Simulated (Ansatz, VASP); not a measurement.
Two plane-wave programs on CdTe

```
CELL_PARAMETERS angstrom
0.00000 3.27996 3.27996
3.27996 0.00000 3.27996
3.27996 3.27996 0.00000
ATOMIC_POSITIONS crystal
Cd 0.00000 0.00000 0.00000
Te 0.25000 0.25000 0.25000
```

Alike in both runs: task single point; functional PBE; k mesh 6 × 6 × 6; occupations fermi-dirac, width 0.02 eV; no spin polarisation.

```csv
,VASP,Ansatz
version,VASP 6.6.1,Ansatz 0.2.0
potentials or method,"VASP PAW PBE potentials, release 64 (Cd, Te)","plane waves, PAW"
plane-wave cutoff (eV),520,420
valence electrons in the cell,18,36
```

Ansatz gave:

- pressure (GPa): 1.0

Question: What did VASP give for the same quantities?

Answer: Pressure (GPa): 1.1.

VASP's potentials hold 18 valence electrons a cell and Ansatz's 36, so a difference there can come from the potentials and not from the codes.

Spin-orbit coupling is off throughout.
